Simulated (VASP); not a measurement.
Runs of VASP 6.6.1 on SrCl2. The structure is trigonal, space group R3m (No. 160). The conventional cell has a = 4.171 Å, b = 4.171 Å, c = 18.405 Å, α = 90.00°, β = 90.00°, γ = 120.00°. Within 3.8 Å of Sr (site symmetry 3m) lie 6 Cl at 2.92 Å. Cl (site symmetry 3m) has 3 Sr at 2.92 Å and 4 Cl at 3.30 to 3.72 Å within 3.8 Å. Cl (site symmetry 3m) has 3 Sr at 2.92 Å and 4 Cl at 3.30 to 3.72 Å within 3.8 Å. 

```tsv
level	k mesh	smearing	gap on the mesh (eV)	pressure (GPa)	largest force (eV/Å)
r2SCAN	3 × 3 × 3	gaussian 0.01 eV	4.88	0.7	-
r2SCAN	6 × 6 × 6	fermi-dirac 0.001 eV	4.88	0.7	0.01
r2SCAN	6 × 6 × 6	fermi-dirac 0.05 eV	4.88	0.7	0.01
r2SCAN+rVV10	6 × 6 × 6	gaussian 0.01 eV	4.77	0.1	(a)
r2SCAN	6 × 6 × 6	methfessel-paxton 0.2 eV	4.88	0.7	0.01
r2SCAN	6 × 6 × 6	gaussian 0.01 eV	4.88	0.7	0.01
r2SCAN	6 × 6 × 6	methfessel-paxton 0.5 eV	4.89	(b)	-
```

Alike in all rows: task single point; potentials or basis VASP PAW PBE potentials, release 64 (Sr_sv, Cl); no spin polarisation; cell as given; cutoff (eV) 520.

Question: Fill in the values left out.

Answer: (a) 0.03; (b) 0.6.

Caveats: some runs use coarse meshes; the PAW data sets were made with another functional, which shifts forces and pressure a little.

A k mesh can miss the band edges, and the runs leave out spin-orbit coupling on Sr.
